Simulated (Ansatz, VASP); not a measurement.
## TaN: VASP beside Ansatz

INCAR

```
PREC = Accurate
ENCUT = 520
EDIFF = 1E-6
ISMEAR = 0
SIGMA = 0.15
LREAL = False
LASPH = True
NELM = 100
ALGO = Normal
ISIF = 2
LWAVE = False
LCHARG = False
GGA = PS
NBANDS = 15
```

File KPOINTS:

```
Automatic mesh
0
Gamma
  18 18 16
```

File POSCAR:

```
TaN
1.0
    2.9379988584      0.0000000000      0.0000000000
   -1.4689994292      2.5443816477      0.0000000000
    0.0000000000      0.0000000000      2.8830000000
Ta N
1 1
Direct
    0.3202307737      0.6404615474      0.4803461605
    0.0000000000      0.0000000000      0.0000000000
```

Input for Ansatz:

```yaml
crystal:
  lattice:
    - [2.9379988584, 0.0, 0.0]
    - [-1.4689994292, 2.5443816477, 0.0]
    - [0.0, 0.0, 2.883]
  atoms:
    - { symbol: Ta, position: [0.3202307737, 0.6404615474, 0.4803461605] }
    - { symbol: "N", position: [0.0, 0.0, 0.0] }
basis:
  ecutwfc: 420
kpoints:
  mp_grid: { grid: [18, 18, 16] }
hamiltonian:
  xc: pbesol
scf:
  occupations: { method: gaussian, width: 0.15 }
output:
  forces: true
  stress: true
  eigenvalues: true
```

Change from the starting cell: all Ta atoms moved +0.087 Å, as atom 1 towards its neighbour atom 2 (N) at 2.226 Å.

Alike in both runs: task single point; functional PBEsol; k mesh 18 × 18 × 16; occupations gaussian, width 0.15 eV; no spin polarisation.

```csv
,VASP,Ansatz
version,VASP 6.6.1,Ansatz 0.2.0
potentials or method,"VASP PAW PBE potentials, release 64 (Ta_pv, N), cutoff 520 eV","scalar-relativistic, plane waves, PAW"
valence electrons in the cell,16,18
```

```tsv
	VASP	Ansatz	Ansatz less VASP
gap on the k mesh at the Fermi level (eV)	none	none	-
pressure (GPa)	-2.8	-3.6	-0.80
traceless stress, the component that is largest in VASP (GPa)	1.48	1.47	-0.013
rms of the force components (eV/Å)	0.700	0.695	-0.0055
```

VASP's potentials were made for PBE, not for PBEsol. Atom by atom the forces differ by 0.006 eV/Å (rms over components). A gap of «none» marks a metal or a gap that the smearing closes. VASP's potentials hold 16 valence electrons a cell and Ansatz's 18, so a difference there can come from the potentials and not from the codes.

Neither program's run includes spin-orbit coupling.
